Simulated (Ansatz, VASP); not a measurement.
## Two plane-wave programs on SnSe2

The input POSCAR:

```
SnSe2
1.0
    3.7868978365      0.0000000000      0.0000000000
   -1.8934489183      3.2795497280      0.0000000000
    0.0000000000      0.0000000000      6.2872481314
Sn Se
1 2
Direct
    0.0000000000      0.0000000000      0.0000000000
    0.3333333333      0.6666666667      0.2527019009
    0.6666666667      0.3333333333      0.7472980991
```

File INCAR.step1:

```
SYSTEM = SnSe2
PREC     = Accurate       ! precision mode
ENCUT    = 520            ! plane-wave cutoff, eV
ISMEAR   = 0              ! smearing method
SIGMA    = 0.01           ! smearing width, eV
LREAL    = .False.        ! projectors in reciprocal space
LASPH    = .True.         ! aspherical terms in the spheres
NELM     = 60             ! most SCF steps
NBANDS   = 20             ! bands
GGA      = PE             ! functional
ALGO     = Normal         ! electronic algorithm
EDIFF    = 1E-4           ! SCF threshold, eV
LWAVE    = .True.         ! write WAVECAR
LCHARG   = .False.        ! write CHGCAR
```

Contents of INCAR.step2:

```
SYSTEM = SnSe2
PREC     = Accurate       ! precision mode
ENCUT    = 520            ! plane-wave cutoff, eV
EDIFF    = 1E-6           ! SCF threshold, eV
ISMEAR   = 0              ! smearing method
SIGMA    = 0.01           ! smearing width, eV
LREAL    = .False.        ! projectors in reciprocal space
LASPH    = .True.         ! aspherical terms in the spheres
NELM     = 60             ! most SCF steps
ALGO     = Normal         ! electronic algorithm
ISIF     = 2              ! what is computed and relaxed
LWAVE    = .False.        ! write WAVECAR
LCHARG   = .True.         ! write CHGCAR
METAGGA  = R2SCAN         ! meta-GGA
LMIXTAU  = .True.       
LELF     = .True.         ! ELF
LVHAR    = .True.       
NBANDS   = 20             ! bands
ISTART   = 1
```

The input KPOINTS:

```
regular mesh
0
Gamma
  12 12 4
  0 0 0
```

Input for Ansatz:

```yaml
crystal:
  lattice:
    - [3.7868978365, 0.0, 0.0]
    - [-1.8934489183, 3.279549728, 0.0]
    - [0.0, 0.0, 6.2872481314]
  atoms:
    - { symbol: Sn, position: [0.0, 0.0, 0.0] }
    - { symbol: Se, position: [0.3333333333, 0.6666666667, 0.2527019009] }
    - { symbol: Se, position: [0.6666666667, 0.3333333333, 0.7472980991] }
kpoints:
  mp_grid: { grid: [12, 12, 4] }
  band_path:
    path:
      - [0.0, 0.0, 0.0]
      - [0.5, 0.0, 0.0]
      - [0.3333333333, 0.3333333333, 0.0]
      - [0.0, 0.0, 0.5]
      - [0.5, 0.0, 0.5]
      - [0.3333333333, 0.3333333333, 0.5]
      - [0.0, 0.140625, -0.151042]
      - [0.0, 0.463542, 0.356771]
    npoints: 1
hamiltonian:
  xc: r2scan
scf:
  occupations: { method: fixed }
  n_extra_bands: 4
output:
  forces: true
  stress: true
  eigenvalues: true
```

Change from the starting cell: epitaxial_xy strain -1.0%.

Alike in both runs: task single point; functional r2SCAN; k mesh 12 × 12 × 4; no spin polarisation.

|  | VASP | Ansatz |
| --- | --- | --- |
| version | VASP 6.6.1 | Ansatz 0.2.0 |
| potentials or method | VASP PAW PBE potentials, release 64 (Sn_d, Se) | plane waves, PAW |
| plane-wave cutoff (eV) | 520 | 500 |
| occupations | gaussian, width 0.01 eV | fixed |
| valence electrons in the cell | 26 | 46 |

VASP gave:

| Item | Value |
| --- | --- |
| gap on the k mesh at the Fermi level (eV) | 0.98 |
| pressure (GPa) | 1.9 |
| traceless stress, the component that is largest in VASP (GPa) | -0.96 |
| rms of the force components (eV/Å) | 0.009 |

Estimate Ansatz's values.

gap on the k mesh at the Fermi level (eV): 0.98; pressure (GPa): 1.8; traceless stress, the component that is largest in VASP (GPa): -0.96; rms of the force components (eV/Å): 0.016.

VASP's potentials were made for PBE, not for r2SCAN. Atom by atom the forces differ by 0.007 eV/Å (rms over components). VASP's potentials hold 26 valence electrons a cell and Ansatz's 46, so a difference there can come from the potentials and not from the codes.
